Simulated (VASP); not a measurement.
Write the native input for VASP 6.6.1 that does the following.

```
Task                   : single point
Functional             : PBEsol
Potentials or basis    : VASP PAW PBE potentials, release 64 (Zn, S)
Cutoff                 : 500 eV
k mesh                 : 16 × 16 × 16
Occupations            : fermi-dirac, width 0.05 eV
Spin                   : no spin polarisation
Dipole correction      : no
Further INCAR settings : ALGO = Normal; EDIFF = 1e-06; NBANDS = 16
```

The structure of ZnS (rocksalt type) lies in POSCAR:

```
ZnS
1.0
    0.0000000000      2.5090274482      2.5090274482
    2.5090274482      0.0000000000      2.5090274482
    2.5090274482      2.5090274482      0.0000000000
Zn S
1 1
Direct
    0.0000000000      0.0000000000      0.0000000000
    0.5000000000      0.5000000000      0.5000000000
```

One way to write it, as run:

INCAR

```
  PREC = Accurate
  ENCUT = 500
  EDIFF = 1E-6
  ISMEAR = -1
  SIGMA = 0.05
  LREAL = False
  LASPH = True
  NELM = 120
  ALGO = Normal
  ISIF = 2
  LWAVE = False
  LCHARG = True
  GGA = PS
  LELF = True
  LVHAR = True
  NBANDS = 16
  GGA_COMPAT = False
```

KPOINTS

```
regular mesh
0
Gamma
  16 16 16
```

Potentials or basis: VASP PAW PBE potentials, release 64 (Zn, S).

Launch:

```console
$ cat potpaw_PBE.64/Zn/POTCAR potpaw_PBE.64/S/POTCAR > POTCAR
$ mpirun -np 1 vasp_std > vasp.out
```

Results of the run:

| Property | Result |
| --- | --- |
| Pressure | 0.3 GPa |
| Band gap on the k mesh | zero (bands 9 and 10 overlap by 0.42 eV) |

Caveat: semilocal functionals underestimate gaps, so a narrow gap can read as zero; the PAW data sets were made with another functional, which shifts forces and pressure a little.

It took 100 s on 1 thread of Intel(R) Xeon(R) Platinum 8375C CPU @ 2.90GHz (Ice Lake), on a shared host, peak memory 0.2 GiB.
